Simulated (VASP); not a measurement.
A run of VASP 6.6.1 is set up as follows.

Contents of INCAR:

```
  PREC = Accurate
  ENCUT = 520
  EDIFF = 1E-6
  ISMEAR = 0
  SIGMA = 0.1
  LREAL = False
  LASPH = True
  NELM = 80
  ALGO = Fast
  ISIF = 2
  LWAVE = False
  LCHARG = True
  GGA = PE
  LELF = True
  LVHAR = True
  NBANDS = 32
```

The input KPOINTS:

```
Automatic mesh
0
Gamma
  4 4 4
```

POSCAR

```
BaNb3
1.0
    4.4511392863      0.0000000000      0.0000000000
    0.0000000000      4.4511392863      0.0000000000
    0.0000000000      0.0000000000      4.4511392863
Ba Nb
1 3
Direct
    0.0000000000      0.0000000000      0.0000000000
    0.0000000000      0.5000000000      0.5000000000
    0.5000000000      0.0000000000      0.5000000000
    0.5000000000      0.5000000000      0.0000000000
```

Potentials or basis: VASP PAW PBE potentials, release 64 (Ba_sv, Nb_sv).

The run is started by

```bash
$ cat potpaw_PBE.64/Ba_sv/POTCAR potpaw_PBE.64/Nb_sv/POTCAR > POTCAR
$ mpirun -np 1 vasp_std > vasp.out
```

Q: What does it give for the pressure?

A: 1.3 GPa.
